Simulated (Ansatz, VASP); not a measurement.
Al in VASP and in Ansatz

```
Al
1.0
     0.00000    1.99153    1.95209
     1.99153    0.00000    1.95209
     1.99153    1.99153    0.00000
Al
1
Direct
  0.00000 0.00000 0.00000
```

Alike in both runs: task relaxation of cell and atoms; functional PBE; k mesh 10 × 10 × 10; no spin polarisation.

|  | VASP | Ansatz |
| --- | --- | --- |
| version | VASP 6.6.1 | Ansatz 0.2 development build |
| potentials or method | VASP PAW PBE potentials, release 64 (Al) | scalar-relativistic |
| plane-wave cutoff (eV) | 500 | 544 |
| occupations | fermi-dirac, width 0.1 eV | fermi-dirac |

VASP gave:

- relaxed volume (Å³/atom): 16.56
- relaxed length of the cell vector where the two differ most in proportion (Å): 2.833

Problem. Estimate Ansatz's values.

Solution. Relaxed volume (Å³/atom): 16.57; relaxed length of the cell vector where the two differ most in proportion (Å): 2.834.

Ansatz's warnings: cutoff auto derived.
